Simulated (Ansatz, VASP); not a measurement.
# FeCo3: VASP beside Ansatz

```
CELL_PARAMETERS angstrom
3.48765 0.00000 0.00000
0.00000 3.48765 0.00000
0.00000 0.00000 3.48765
ATOMIC_POSITIONS crystal
Fe 0.00000 0.00000 0.00000
Co 0.50000 0.50000 0.00000
Co 0.50000 0.00000 0.50000
Co 0.00000 0.50000 0.50000
```

Alike in both runs: functional PBEsol; k mesh 12 × 12 × 12; occupations gaussian, width 0.1 eV; collinear spin.

Ansatz relaxed the structure, and its values are those at the end. VASP's run is a single point on that final structure, the one shown.

|  | VASP | Ansatz |
| --- | --- | --- |
| version | VASP 6.6.1 | Ansatz 0.2.0 |
| potentials or method | VASP PAW PBE potentials, release 64 (Fe, Co), cutoff 520 eV | scalar-relativistic, plane waves, PAW |
| valence electrons in the cell | 35 | 67 |

Ansatz gave:

* gap on the k mesh at the Fermi level (eV): none
* pressure (GPa): 0.0
* net moment per atom (μB): 1.80
* size of the moment on the site where the two differ most (μB): 1.62

Task: Estimate VASP's values.

Result: gap on the k mesh at the Fermi level (eV): none; pressure (GPa): -0.5; net moment per atom (μB): 1.79; size of the moment on the site where the two differ most (μB): 1.56.

VASP's potentials were made for PBE, not for PBEsol. Site moments also hang on the region over which each program counts them. A gap of «none» marks a metal or a gap that the smearing closes. VASP's potentials hold 35 valence electrons a cell and Ansatz's 67, so a difference there can come from the potentials and not from the codes.
